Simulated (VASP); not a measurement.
Runs of VASP 6.6.1 on C. The structure is that of space group P6_3/mmc (No. 194), or close to it. The cells are those of the table. 

```csv
cell,gap on the mesh (eV),pressure (GPa),largest force (eV/Å)
"a = 2.518, b = 2.518, c = 8.305 Å, angles 90.0, 90.0, 120.0°, 8 atoms",3.91,2.6,2.48
"a = 2.539, b = 2.539, c = 8.374 Å, angles 90.0, 90.0, 120.0°, 8 atoms",4.40,-9.5,(c)
"a = 2.497, b = 2.497, c = 8.236 Å, angles 90.0, 90.0, 120.0°, 8 atoms",(a),(d),(b)
"a = 2.455, b = 2.455, c = 8.097 Å, angles 90.0, 90.0, 120.0°, 8 atoms",4.72,38.8,0.07
"a = 2.581, b = 2.581, c = 8.512 Å, angles 90.0, 90.0, 120.0°, 8 atoms",4.35,-27.6,0.05
```

Alike in all rows: task single point; level PBE; potentials or basis VASP PAW PBE potentials, release 64 (C); no spin polarisation; k mesh 12 × 12 × 4; cutoff (eV) 520; smearing gaussian 0.05 eV.

Estimate the missing entries.

(a) 4.30; (b) 1.69; (c) 0.74; (d) 13.0.

Caveats: forces of over 1 eV/Å act on the atoms, so gaps and moduli don't describe the material at rest (some runs).

A k mesh can miss the band edges.
